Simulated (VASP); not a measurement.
## Ru: single point with PBEsol

Ru:

```
Ru
1.0
     2.61785    0.00000    0.00000
    -1.30892    2.26712    0.00000
     0.00000    0.00000    4.27364
Ru
2
Direct
  0.33333 0.66667 0.25000
  0.66667 0.33333 0.75000
```

This cell differs from its parent crystal: volume 12.682 Å^3 an atom, c/a of the conventional cell 1.6325.

```yaml
Program: VASP 6.6.1
Task: single point
Functional: PBEsol
Potentials_or_basis: VASP PAW PBE potentials, release 64 (Ru_pv)
Cutoff: 520 eV
k_mesh: 21 × 21 × 12
Occupations: gaussian, width 0.15 eV
Spin: no spin polarisation
Dipole_correction: no
Further_INCAR_settings: ALGO = Fast; EDIFF = 1e-06; NBANDS = 21
```

| Property | Result |
| --- | --- |
| Pressure | 19.2 GPa |
| Band gap on the k mesh | zero (band 14 reaches 15.81 eV, above the bottom of band 15 at 12.35 eV) |

Stress tensor (GPa, compression positive):
```
25.28  0.00  0.00
 0.00 25.28  0.00
 0.00  0.00  7.04
```

Levels at points of the mesh, in eV from the Fermi level:
```
           k point  band 10  band 11  band 12  band 13  band 14  band 15  band 16  band 17  band 18  band 19
(0.00, 0.00, 0.00)    -2.87    -2.87    -2.18    -2.18    -1.28    -1.28     0.94     1.32     1.32    10.17
(0.00, 0.00, 0.50)    -3.16    -2.97    -2.97    -2.97    -2.97     0.60     0.60     0.60     0.60    10.20
```

It took 63 s on 1 thread of AMD EPYC 9R45 96-Core Processor (Zen 5), on a shared host, peak memory 0.22 GiB.

Caveat: the PAW data sets were made with another functional, which shifts forces and pressure a little.
